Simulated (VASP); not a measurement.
## AlN: single point with PBE0

The system is AlN.

```xyz
2
Lattice="0.0000 2.1849 2.1849 2.1849 0.0000 2.1849 2.1849 2.1849 0.0000" Properties=species:S:1:pos:R:3 pbc="T T T"
Al    0.0000    0.0000    0.0000
N     1.0924    1.0924    1.0924
```

```yaml
Program: VASP 6.6.1
Task: single point
Functional: PBE0
Potentials_or_basis: VASP PAW PBE potentials, release 64 (Al, N)
Cutoff: 520 eV
k_mesh: 8 × 8 × 8
Occupations: gaussian, width 0.01 eV
Spin: no spin polarisation
```

```yaml
Pressure: -0.8 GPa
Band_gap_on_the_k_mesh: 5.29 eV, indirect (least direct gap 6.27 eV)
```

Levels at points of the mesh, in eV from the valence-band top:
| k point | band 1 | band 2 | band 3 | band 4 | band 5 | band 6 | band 7 | band 8 |
| --- | --- | --- | --- | --- | --- | --- | --- | --- |
| (0.00, 0.00, 0.00) | -16.51 | 0.00 | 0.00 | 0.00 | 6.27 | 15.01 | 15.01 | 15.01 |
| (0.50, 0.00, 0.00) | -14.32 | -6.39 | -0.54 | -0.54 | 9.62 | 12.41 | 13.53 | 13.53 |
| (0.50, 0.50, 0.00) | -13.64 | -5.36 | -1.96 | -1.96 | 5.29 | 10.84 | 16.87 | 18.60 |

Wall time 24 min on 1 thread of Intel(R) Xeon(R) Platinum 8488C (Sapphire Rapids), on a shared host, peak memory 0.15 GiB.

Caveat: the PAW data sets were made with another functional, which shifts forces and pressure a little. A k mesh can miss the band edges.
